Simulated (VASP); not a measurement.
Write the native input for VASP 6.6.1 that does the following.

```
Task                   : single point
Functional             : PBE
Dispersion             : D3(BJ)
Potentials or basis    : VASP PAW PBE potentials, release 64 (Zr_sv)
Cutoff                 : 400 eV
k mesh                 : 12 × 12 × 1
Occupations            : methfessel-paxton, width 0.1 eV
Spin                   : no spin polarisation
Dipole correction      : yes
Further INCAR settings : ALGO = Normal; EDIFF = 1e-06; NBANDS = 32; NELMDL = -8
```

The structure of Zr lies in POSCAR:

```
Zr
1.0
    3.0912339410      0.0000000000      0.0000000000
   -1.5456169705      2.6770871220      0.0000000000
    0.0000000000      0.0000000000     24.5566695434
Zr
4
Direct
    0.6666666667      0.3333333333      0.2866034610
    0.3333333333      0.6666666667      0.3897525202
    0.6666666667      0.3333333333      0.4986920614
    0.3333333333      0.6666666667      0.6018495961
```

One way to write it, as run:

INCAR

```
  PREC = Accurate
  ENCUT = 400
  EDIFF = 1E-6
  ISMEAR = 1
  SIGMA = 0.1
  LREAL = False
  LASPH = True
  NELM = 120
  ALGO = Normal
  ISIF = 2
  LWAVE = False
  LCHARG = True
  LDIPOL = True
  IDIPOL = 3
  DIPOL = 0.5 0.5 0.444
  GGA = PE
  IVDW = 12
  LELF = True
  LVHAR = True
  LVACPOTAV = True
  NBANDS = 32
  GGA_COMPAT = False
  NELMDL = -8
```

KPOINTS

```
regular mesh
0
Gamma
  12 12 1
```

Potentials or basis: VASP PAW PBE potentials, release 64 (Zr_sv).

The run is started by

```console
$ cat potpaw_PBE.64/Zr_sv/POTCAR > POTCAR
$ mpirun -np 1 vasp_std > vasp.out
```

Results of the run:

```
Largest force              : 0.013 eV/Å
Band gap on the k mesh     : zero (bands 24 and 25 overlap by 0.95 eV)
Dispersion energy per atom : -0.431 eV
```

Run time: 3.1 min on 1 thread of Intel Xeon 8259CL, on a shared host, peak memory 0.27 GiB.
